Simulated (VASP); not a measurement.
CoSi2, 3 atoms in the cell. Symmetry: R-3m, No. 166, trigonal system. The conventional cell has a = 3.813 Å, b = 3.813 Å, c = 9.200 Å, α = 90.00°, β = 90.00°, γ = 120.00°. Within 3.0 Å of Co (site symmetry -3m) lie 8 Si at 2.30 to 2.33 Å. Si (site symmetry 3m) has 4 Co at 2.30 to 2.33 Å and 6 Si at 2.68 Å within 3.0 Å.  This cell differs from its parent crystal: equal xy, yz and zx shear strains of -1 %.

| Item | Value |
| --- | --- |
| Program | VASP 6.6.1 |
| Task | single point |
| Functional | PBE |
| Potentials or basis | VASP PAW PBE potentials, release 64 (Co, Si) |
| Cutoff | 520 eV |
| k mesh | 11 × 11 × 11 |
| Occupations | fermi-dirac, width 0.05 eV |
| Spin | collinear spin, ferromagnetic start |
| Starting moments | [2.0, 0.0, 0.0] μB |
| Dipole correction | no |
| Further INCAR settings | ALGO = Normal; EDIFF = 1e-06; NBANDS = 20 |

Potentials or basis: VASP PAW PBE potentials, release 64 (Co, Si).

The run is started by

```console
$ cat potpaw_PBE.64/Co/POTCAR potpaw_PBE.64/Si/POTCAR > POTCAR
$ mpirun -np 1 vasp_std > vasp.out
```

Hardware: 1 thread of Intel(R) Xeon(R) 6975P-C (Granite Rapids) (shared host).

Q: How long does it take, and how much memory?

A: Wall time 80 s on 1 thread of Intel(R) Xeon(R) 6975P-C (Granite Rapids), on a shared host, peak memory 0.29 GiB. Counts: scf iterations 14, k points 146.
